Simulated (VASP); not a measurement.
# PdI in VASP: a series of runs

PdI is run at these levels: PBE; tasks: single point, relaxation of cell and atoms.

All numbers are computed with VASP 6.6.1; they aren't measurements. Logs are shortened: lines on timing, memory, paths and dates and some standing lists are left out, and cuts for length are marked.

### Step 1. The cell of the first run

The structure is cubic, space group Pm-3m (No. 221). The conventional cell has a = 3.877 Å, b = 3.877 Å, c = 3.877 Å, α = 90.00°, β = 90.00°, γ = 90.00°. Within 4.4 Å of Pd (site symmetry m-3m) lie 8 I at 3.36 Å and 6 Pd at 3.88 Å. Within 4.4 Å of I (site symmetry m-3m) lie 8 Pd at 3.36 Å and 6 I at 3.88 Å.

### Step 2. Single point, PBE

INCAR reads:

```
SYSTEM = PdI
PREC = Accurate
ENCUT = 500
EDIFF = 1E-6
ISMEAR = 0
SIGMA = 0.1
LREAL = .False.
LASPH = .True.
NELM = 120
ALGO = Normal
ISIF = 2
LWAVE = .False.
LCHARG = .False.
GGA = PE
NBANDS = 16
GGA_COMPAT = .False.
```

KPOINTS reads:

```
regular mesh
0
Gamma
  6 6 6
  0 0 0
```

POSCAR reads:

```
PdI
1.0
    3.8769215503      0.0000000000      0.0000000000
    0.0000000000      3.8769215503      0.0000000000
    0.0000000000      0.0000000000      3.8769215503
Pd I
1 1
Direct
    0.0000000000      0.0000000000      0.0000000000
    0.5000000000      0.5000000000      0.5000000000
```

Potentials or basis: VASP PAW PBE potentials, release 64 (Pd, I).

On the command line:

```sh
cat potpaw_PBE.64/Pd/POTCAR potpaw_PBE.64/I/POTCAR > POTCAR
mpirun -np 1 vasp_std > vasp.out
```

OUTCAR:

```text
SYSTEM = PdI
   PREC = Accurate
   ENCUT = 500
   EDIFF = 1E-6
   ISMEAR = 0
   LREAL = .False.
   LASPH = .True.
   NELM = 120
   ISIF = 2
   GGA = PE

 ion  position               nearest neighbor table
   1  0.000  0.000  0.000-   2 3.36   2 3.36   2 3.36   2 3.36   2 3.36   2 3.36   2 3.36   2 3.36

   2  0.500  0.500  0.500-   1 3.36   1 3.36   1 3.36   1 3.36   1 3.36   1 3.36   1 3.36   1 3.36

  LATTYP: Found a simple cubic cell.
 ALAT       =     3.8769215503

  Lattice vectors:

 A1 = (   3.8769215503,   0.0000000000,   0.0000000000)
 A2 = (   0.0000000000,   3.8769215503,   0.0000000000)
 A3 = (   0.0000000000,   0.0000000000,   3.8769215503)

Analysis of symmetry for initial positions (statically):
=====================================================================
 Subroutine PRICEL returns:
 Original cell was already a primitive cell.

 Routine SETGRP: Setting up the symmetry group for a
 simple cubic supercell.

 Subroutine GETGRP returns: Found 48 space group operations
 (whereof 48 operations were pure point group operations)
 out of a pool of 48 trial point group operations.

The static configuration has the point symmetry O_h .

Analysis of symmetry for dynamics (positions and initial velocities):
=====================================================================
 Subroutine PRICEL returns:
 Original cell was already a primitive cell.

 Routine SETGRP: Setting up the symmetry group for a
 simple cubic supercell.

 Subroutine GETGRP returns: Found 48 space group operations
 (whereof 48 operations were pure point group operations)
 out of a pool of 48 trial point group operations.

The dynamic configuration has the point symmetry O_h .

 Subroutine INISYM returns: Found 48 space group operations
 (whereof 48 operations are pure point group operations),
 and found     1 'primitive' translations

----------------------------------------------------------------------------------------

                                     Primitive cell

  volume of cell :      58.2721

  direct lattice vectors                    reciprocal lattice vectors
     3.876921550  0.000000000  0.000000000     0.257936610  0.000000000  0.000000000
     0.000000000  3.876921550  0.000000000     0.000000000  0.257936610  0.000000000
     0.000000000  0.000000000  3.876921550     0.000000000  0.000000000  0.257936610

  length of vectors
     3.876921550  3.876921550  3.876921550     0.257936610  0.257936610  0.257936610

[... 74 lines left out ...]
   NELM   =    120;   NELMIN=  2; NELMDL= -5     # of ELM steps
   EDIFF  = 0.1E-05   stopping-criterion for ELM
   LREAL  =      F    real-space projection
   EDIFFG = 0.1E-04   stopping-criterion for IOM
   NSW    =      0    number of steps for IOM
   IBRION =     -1    ionic relax: 0-MD 1-quasi-New 2-CG
   NFREE  =      0    steps in history (QN), initial steepest desc. (CG)
   ISIF   =      2    stress and relaxation
   ISYM   =      2    0-nonsym 1-usesym 2-fastsym
   POTIM  = 0.5000    time-step for ionic-motion
   TEBEG  =    0.0;   TEEND  =   0.0 temperature during run
   PSTRESS=    0.0 pullay stress
   NELECT =      17.0000    total number of electrons
   NUPDOWN=      -1.0000    fix difference up-down
   EMIN   =  10.00;   EMAX   =-10.00  energy-range for DOS
   EFERMI =   0.00;   METHOD = LEGACY
   ISMEAR =     0;   SIGMA  =   0.10  broadening in eV -4-tet -1-fermi 0-gaus
   EFERMI_NEDOS =   21; number of points for ismear=-14 and -15
   IALGO  =     38    algorithm
   IMIX   =      4    mixing-type and parameters
     AMIX     =   0.40;   BMIX     =  1.00
     AMIX_MAG =   1.60;   BMIX_MAG =  1.00
  volume/ion in A,a.u.               =      29.14       196.62
  Fermi-wavevector in a.u.,A,eV,Ry     =   1.085769  2.051806 16.039833  1.178894
  Thomas-Fermi vector in A             =   2.221890
   LORBIT       =      0    0 simple, 1 ext, 2 COOP (PROOUT), +10 PAW based schemes
   GGA     = PE    functional components
   LHFCALC =     F    Hartree Fock is set to
   AEXX    =    0.0000 exact exchange contribution
   IVDW    =     0    specifies the selected vdW correction
   LEPSILON=     F    determine dielectric tensor
   LRPA    =     F    only Hartree local field effects (RPA)
 non-spin polarized calculation
 Gauss-broadening in eV      SIGMA  =   0.10
  energy-cutoff  :      500.00
  volume of cell :       58.27
 maximum number of plane-waves:      1498
   NGX = 15   NGY = 15   NGZ = 15

 number of electron      17.0000005 magnetization

 Free energy of the ion-electron system (eV)
  ---------------------------------------------------
  ext. energy  EPLUGINS =         0.00000000
  ---------------------------------------------------
  free energy    TOTEN  =        -5.62583800 eV

  energy without entropy =       -5.60069428  energy(sigma->0) =       -5.61326614

 E-fermi :   4.7582     XC(G=0):  -9.6631

 val. band max:        4.7183825661   @ k =   0.3333   0.1667   0.1667
 cond. band min:       4.7980728342   @ k =   0.5000   0.3333   0.1667
 fundamental gap:      0.0796902682
 Fermi energy:         4.7582072327

 k-point     1 :       0.0000    0.0000    0.0000
  band No.  band energies     occupation
      1      -8.3744      2.00000
      2       3.1104      2.00000
      3       3.1104      2.00000
      4       3.2897      2.00000
      5       3.2897      2.00000
      6       3.2897      2.00000
[... 357 lines left out ...]
      3       0.8824      2.00000
      4       0.8824      2.00000
      5       4.0753      2.00000
      6       4.0753      2.00000
[... 8 lines left out ...]
     15      20.1217      0.00000
     16      20.1217      0.00000

------------------------ aborting loop because EDIFF is reached ----------------------------------------

  FORCE on cell =-STRESS in cart. coord.  units (eV):
  Direction    XX          YY          ZZ          XY          YZ          ZX
  --------------------------------------------------------------------------------------
  -------------------------------------------------------------------------------------
  Total       -2.7458502     -2.7458502     -2.7458502     -0.0000000     -0.0000000     -0.0000000
  in kB      -75.4964251    -75.4964251    -75.4964251     -0.0000000     -0.0000000     -0.0000000
  external PRESSURE =     -75.4964251 kB  Pullay stress =       0.0000000 kB

 VOLUME and BASIS-vectors are now :
 -----------------------------------------------------------------------------
  energy-cutoff  :      500.00
  volume of cell :       58.27
      direct lattice vectors                 reciprocal lattice vectors
     3.876921550  0.000000000  0.000000000     0.257936610  0.000000000  0.000000000
     0.000000000  3.876921550  0.000000000     0.000000000  0.257936610  0.000000000
     0.000000000  0.000000000  3.876921550     0.000000000  0.000000000  0.257936610

 POSITION                                       TOTAL-FORCE (eV/Angst)
 -----------------------------------------------------------------------------------
      0.00000      0.00000      0.00000         0.000000      0.000000      0.000000
      1.93846      1.93846      1.93846         0.000000      0.000000      0.000000
 -----------------------------------------------------------------------------------
    total drift:                               -0.000000      0.000000      0.000000

  FREE ENERGIE OF THE ION-ELECTRON SYSTEM (eV)
  ---------------------------------------------------
  free  energy   TOTEN  =        -5.6258379966 eV

  energy  without entropy=       -5.6006942813  energy(sigma->0) =       -5.61326614
```

stdout:

```text
POSCAR found type information on POSCAR PdI
 POSCAR found :  2 types and       2 ions
 scaLAPACK will be used
 LDA part: xc-table for (Slater+PW92), standard interpolation
 POSCAR, INCAR and KPOINTS ok, starting setup
 FFT: planning ... GRIDC
 FFT: planning ... GRID_SOFT
 FFT: planning ... GRID
 WAVECAR not read
 entering main loop
```

Run time: 22 s. Hardware: 1 thread of Intel Xeon 8259CL, shared host; peak memory 0.16 GiB.

What came out:

```
Free energy : -5.6258 eV
Pressure    : -7.5 GPa
```

Levels at points of the mesh, in eV from the Fermi level:
```csv
k point,band 5,band 6,band 7,band 8,band 9,band 10,band 11,band 12,band 13,band 14
"(0.00, 0.00, 0.00)",-1.47,-1.47,-1.00,-1.00,-1.00,0.42,6.50,6.50,10.72,10.72
"(0.50, 0.00, 0.00)",-1.51,-0.97,-0.70,0.37,0.37,3.85,4.61,6.49,7.09,7.09
"(0.50, 0.50, 0.00)",-1.24,-1.24,-1.17,-0.70,-0.64,1.34,7.56,7.56,7.84,10.34
"(0.50, 0.50, 0.50)",-0.68,-0.68,0.14,0.14,0.14,3.01,3.01,3.01,3.89,15.36
```

Caveat: spin-orbit coupling is left out, which moves the levels of the heavy elements; an odd number of electrons without spin polarisation forces a metal; a magnetic or distorted state may lie lower.

(Continued in part 2 of 4.)
